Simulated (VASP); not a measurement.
A run of VASP 6.6.1 is set up as follows.

INCAR

```
PREC = Accurate
ENCUT = 520
EDIFF = 1E-6
ISMEAR = 0
SIGMA = 0.1
LREAL = F
LASPH = T
NELM = 80
ALGO = Normal
ISIF = 2
LWAVE = F
LCHARG = T
GGA = PE
LELF = T
LVHAR = T
NBANDS = 38
```

The input KPOINTS:

```
Automatic mesh
0
Gamma
  10 10 10
```

Contents of POSCAR:

```
NbRu3C
1.0
    4.0490046209      0.0000000000      0.0000000000
    0.0000000000      4.0490046209      0.0000000000
    0.0000000000      0.0000000000      4.0490046209
Nb Ru C
1 3 1
Direct
    0.5000000000      0.5000000000      0.5000000000
    0.0000000000      0.5000000000      0.0000000000
    0.0000000000      0.0000000000      0.5000000000
    0.5000000000      0.0000000000      0.0000000000
    0.0000000000      0.0000000000      0.0000000000
```

Potentials or basis: VASP PAW PBE potentials, release 64 (Nb_sv, Ru_pv, C).

Run with:

```sh
$ cat potpaw_PBE.64/Nb_sv/POTCAR potpaw_PBE.64/Ru_pv/POTCAR potpaw_PBE.64/C/POTCAR > POTCAR
$ mpirun -np 1 vasp_std > vasp.out
```

(1) Predict the pressure.

Answers

(1) -0.1 GPa.
